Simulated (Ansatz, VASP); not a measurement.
**SnO2: VASP beside Ansatz**

```
Sn O
1.0
     4.78800    0.00000    0.00000
     0.00000    4.86658    0.00000
     0.00000    0.00000    3.24090
Sn O
2 4
Direct
  0.50000 0.50000 0.50000
  0.00000 0.00000 0.00000
  0.30417 0.30891 0.00000
  0.80417 0.19109 0.50000
  0.19583 0.80891 0.50000
  0.69583 0.69109 0.00000
```

Alike in both runs: functional PBE; k mesh 6 × 6 × 8; occupations gaussian, width 0.02 eV; no spin polarisation.

Ansatz relaxed the structure, and its values are those at the end. VASP's run is a single point on that final structure, the one shown.

```csv
,VASP,Ansatz
version,VASP 6.6.1,Ansatz 0.2.0
potentials or method,"VASP PAW PBE potentials, release 64 (Sn_d, O), cutoff 600 eV","scalar-relativistic, plane waves, PAW"
valence electrons in the cell,52,52
```

Ansatz gave:

* gap on the k mesh at the Fermi level (eV): 0.67
* least direct gap on the mesh (eV): 0.67
* pressure (GPa): -0.2
* rms of the force components (eV/Å): 0.003

Task: Estimate VASP's values.

Result: gap on the k mesh at the Fermi level (eV): 0.66; least direct gap on the mesh (eV): 0.66; pressure (GPa): 0.2; rms of the force components (eV/Å): 0.005.

Ansatz's warnings: stress scf threshold loose.
